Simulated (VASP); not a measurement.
# TiO2 (C2/m) in VASP: further runs, part 2 of 2

VASP 6.6.1.

## Step 3: Single point, PBE

This run uses another cell than the first one, of 12.47 Å³/atom.

The input, INCAR:

```
SYSTEM = TiO2
PREC     = Accurate       ! precision mode
ENCUT    = 520            ! plane-wave cutoff, eV
EDIFF    = 1E-7           ! SCF threshold, eV
ISMEAR   = -1             ! smearing method
SIGMA    = 0.05           ! smearing width, eV
LREAL    = .False.        ! projectors in reciprocal space
LASPH    = .True.         ! aspherical terms in the spheres
NELM     = 80             ! most SCF steps
ALGO     = Normal         ! electronic algorithm
ISIF     = 2              ! what is computed and relaxed
LWAVE    = .False.        ! write WAVECAR
LCHARG   = .False.        ! write CHGCAR
GGA      = PE             ! functional
NBANDS   = 60             ! bands
```

The input, KPOINTS:

```
Automatic mesh
0
Gamma
  8 8 4
  0 0 0
```

The input, POSCAR:

```
TiO2
1.0
    6.1943305476     -1.8959421648      0.0000000000
    6.1943305476      1.8959421648      0.0000000000
   -1.9410968515      0.0000000000      6.3708817807
Ti O
4 8
Direct
    0.9000710000      0.9000710000      0.2896020000
    0.1952860000      0.1952860000      0.2837620000
    0.0999290000      0.0999290000      0.7103980000
    0.8047140000      0.8047140000      0.7162380000
    0.3619310000      0.3619310000      0.2933970000
    0.2634885000      0.2634885000      0.6525000000
    0.8671885000      0.8671885000      0.9952910000
    0.7365115000      0.7365115000      0.3475000000
    0.9416475000      0.9416475000      0.6300210000
    0.1328115000      0.1328115000      0.0047090000
    0.6380690000      0.6380690000      0.7066030000
    0.0583525000      0.0583525000      0.3699790000
```

Potentials or basis: VASP PAW PBE potentials, release 64 (Ti_sv, O).

Run with:

```sh
> cat potpaw_PBE.64/Ti_sv/POTCAR potpaw_PBE.64/O/POTCAR > POTCAR
> mpirun -np 1 vasp_std > vasp.out
```

OUTCAR:

```text
SYSTEM = TiO2
   PREC = Accurate
   ENCUT = 520
   EDIFF = 1E-7
   ISMEAR = -1
   LREAL = .False.
   LASPH = .True.
   NELM = 80
   ISIF = 2
   GGA = PE

 ion  position               nearest neighbor table
   1  0.900  0.900  0.290-  12 1.88   7 1.88   5 1.96   5 1.96   8 2.17   9 2.17
   2  0.195  0.195  0.284-  10 1.79  12 1.94   8 1.98   8 1.98   5 2.05   6 2.35
   3  0.100  0.100  0.710-   9 1.88  10 1.88  11 1.96  11 1.96   6 2.17  12 2.17
   4  0.805  0.805  0.716-   7 1.79   9 1.94   6 1.98   6 1.98  11 2.05   8 2.35
   5  0.362  0.362  0.293-   1 1.96   1 1.96   2 2.05
   6  0.263  0.263  0.653-   4 1.98   4 1.98   3 2.17   2 2.35
   7  0.867  0.867  0.995-   4 1.79   1 1.88
   8  0.737  0.737  0.347-   2 1.98   2 1.98   1 2.17   4 2.35
   9  0.942  0.942  0.630-   3 1.88   4 1.94   1 2.17
  10  0.133  0.133  0.005-   2 1.79   3 1.88
  11  0.638  0.638  0.707-   3 1.96   3 1.96   4 2.05
  12  0.058  0.058  0.370-   1 1.88   2 1.94   3 2.17

  LATTYP: Found a base centered monoclinic cell.
 ALAT       =    12.3886610952
 B/A-ratio  =     0.3060770087
 C/A-ratio  =     0.5375907333
 COS(beta)  =    -0.2914546970

  Lattice vectors:

 A1 = (   6.1943305476,  -1.8959421648,   0.0000000000)
 A2 = (   6.1943305476,   1.8959421648,   0.0000000000)
 A3 = (  -1.9410968515,   0.0000000000,   6.3708817807)

Analysis of symmetry for initial positions (statically):
=====================================================================
 Subroutine PRICEL returns:
 Original cell was already a primitive cell.

 Routine SETGRP: Setting up the symmetry group for a
 base centered monoclinic supercell.

 Subroutine GETGRP returns: Found  4 space group operations
 (whereof  4 operations were pure point group operations)
 out of a pool of  4 trial point group operations.

The static configuration has the point symmetry C_2h.

[... 154 lines left out ...]
  Fermi-wavevector in a.u.,A,eV,Ry     =   1.411938  2.668176 27.124145  1.993568
  Thomas-Fermi vector in A             =   2.533738
   LORBIT       =      0    0 simple, 1 ext, 2 COOP (PROOUT), +10 PAW based schemes
   GGA     = PE    functional components
   LHFCALC =     F    Hartree Fock is set to
   AEXX    =    0.0000 exact exchange contribution
   IVDW    =     0    specifies the selected vdW correction
   LEPSILON=     F    determine dielectric tensor
   LRPA    =     F    only Hartree local field effects (RPA)
 non-spin polarized calculation
  energy-cutoff  :      520.00
  volume of cell :      149.64
 maximum number of plane-waves:      4052
   NGX = 25   NGY = 25   NGZ = 25

 number of electron      96.0000008 magnetization

 Free energy of the ion-electron system (eV)
  ---------------------------------------------------
  ext. energy  EPLUGINS =         0.00000000
  ---------------------------------------------------
  free energy    TOTEN  =      -107.75814929 eV

  energy without entropy =     -107.75814929  energy(sigma->0) =     -107.75814929

 E-fermi :   3.4566     XC(G=0): -10.1768

 val. band max:        2.3448857786   @ k =  -0.3750   0.2500   0.5000
 cond. band min:       5.0020312532   @ k =   0.0000   0.0000   0.0000
 fundamental gap:      2.6571454746
 Fermi energy:         3.4566476235

 k-point     1 :       0.0000    0.0000    0.0000
  band No.  band energies     occupation
      1     -53.9332      2.00000
      2     -53.9229      2.00000
      3     -53.8368      2.00000
      4     -53.8311      2.00000
      5     -30.3052      2.00000
      6     -30.2621      2.00000
[... 1501 lines left out ...]
     59       6.7839      0.00000
     60       6.8258      0.00000

 [... further k-points ...]
[... 5 lines left out ...]
  --------------------------------------------------------------------------------------
  -------------------------------------------------------------------------------------
  Total       -3.8756360     -3.7748077     -4.1236782      0.0000000      0.0000000     -0.0870526
  in kB      -41.4958401    -40.4162872    -44.1515902      0.0000000      0.0000000     -0.9320590
  external PRESSURE =     -42.0212392 kB  Pullay stress =       0.0000000 kB

 VOLUME and BASIS-vectors are now :
 -----------------------------------------------------------------------------
  energy-cutoff  :      520.00
  volume of cell :      149.64
      direct lattice vectors                 reciprocal lattice vectors
     6.194330548 -1.895942165  0.000000000     0.080718973 -0.263721125  0.024593667
     6.194330548  1.895942165  0.000000000     0.080718973  0.263721125  0.024593667
    -1.941096851  0.000000000  6.370881781     0.000000000  0.000000000  0.156964143

 POSITION                                       TOTAL-FORCE (eV/Angst)
 -----------------------------------------------------------------------------------
     10.58853      0.00000      1.84502         0.058782      0.000000     -0.099059
      1.86852      0.00000      1.80781        -0.056939      0.000000     -0.233524
     -0.14096      0.00000      4.52586        -0.058782      0.000000      0.099059
      8.57904      0.00000      4.56307         0.056939      0.000000      0.233524
      3.91433      0.00000      1.86920        -0.093863      0.000000     -0.015088
      1.99770      0.00000      4.15700        -0.051644      0.000000      0.049978
      8.81135      0.00000      6.34088        -0.107669      0.000000     -0.090683
      8.44986      0.00000      2.21388         0.051644      0.000000     -0.049978
     10.44282      0.00000      4.01379         0.059201      0.000000      0.028773
      1.63622      0.00000      0.03000         0.107669      0.000000      0.090683
      6.53324      0.00000      4.50168         0.093863      0.000000      0.015088
      0.00474      0.00000      2.35709        -0.059201      0.000000     -0.028773
 -----------------------------------------------------------------------------------
    total drift:                               -0.000000      0.000000      0.000000

  FREE ENERGIE OF THE ION-ELECTRON SYSTEM (eV)
  ---------------------------------------------------
  free  energy   TOTEN  =      -107.7581492858 eV

  energy  without entropy=     -107.7581492857  energy(sigma->0) =     -107.75814929
```

OSZICAR:

```text
N       E                     dE             d eps       ncg     rms          rms(c)
DAV:   1     0.149916558161E+04    0.14992E+04   -0.48151E+04  9456   0.185E+03
DAV:   2     0.175532089632E+03   -0.13236E+04   -0.12554E+04  9508   0.573E+02
[... 12 lines left out ...]
DAV:  15    -0.107758150445E+03   -0.33035E-04   -0.23135E-04 13724   0.924E-02    0.275E-02
DAV:  16    -0.107758144581E+03    0.58641E-05   -0.84557E-05 13488   0.616E-02    0.114E-02
DAV:  17    -0.107758147876E+03   -0.32952E-05   -0.19293E-05 13020   0.225E-02    0.693E-03
DAV:  18    -0.107758148651E+03   -0.77489E-06   -0.36355E-06 12384   0.110E-02    0.326E-03
DAV:  19    -0.107758149357E+03   -0.70578E-06   -0.22089E-06 12824   0.920E-03    0.282E-03
DAV:  20    -0.107758149286E+03    0.71146E-07   -0.27239E-07  7548   0.384E-03
   1 F= -.10775815E+03 E0= -.10775815E+03  d E =-.113232E-09
```

Run time: 20 min. Hardware: 1 thread of Oxide Virtual Turin-like, shared host; peak memory 0.62 GiB.

Results:

| Item | Value |
| --- | --- |
| Free energy | -107.7581 eV |
| Pressure | -4.2 GPa |
| Largest force | 0.240 eV/Å |
| Band gap on the k mesh | 2.66 eV (least direct gap 2.82 eV) |

Forces on the atoms (eV/Å):
```
Ti   0.059  0.000 -0.099
Ti  -0.057  0.000 -0.234
Ti  -0.059  0.000  0.099
Ti   0.057  0.000  0.234
O   -0.094  0.000 -0.015
O   -0.052  0.000  0.050
O   -0.108  0.000 -0.091
O    0.052  0.000 -0.050
O    0.059  0.000  0.029
O    0.108  0.000  0.091
O    0.094  0.000  0.015
O   -0.059  0.000 -0.029
```

Levels at points of the mesh, in eV from the valence-band top:
```
           k point  band 45  band 46  band 47  band 48  band 49  band 50  band 51  band 52
(0.00, 0.00, 0.00)    -0.74    -0.74    -0.36    -0.17     2.66     2.98     3.20     3.22
(0.50, 0.00, 0.00)    -0.84    -0.47    -0.21    -0.12     3.02     3.07     3.47     3.52
(0.50, 0.50, 0.00)    -0.86    -0.63    -0.38    -0.11     2.79     2.84     3.32     3.39
(0.00, 0.00, 0.50)    -0.68    -0.67    -0.57    -0.42     2.76     3.02     3.18     3.28
(0.50, 0.00, 0.50)    -0.67    -0.51    -0.09    -0.01     3.06     3.10     3.33     3.53
(0.50, 0.50, 0.50)    -0.83    -0.42    -0.21    -0.20     2.91     3.00     3.14     3.30
```

Caveat: the cell stands under tension. A k mesh can miss the band edges.
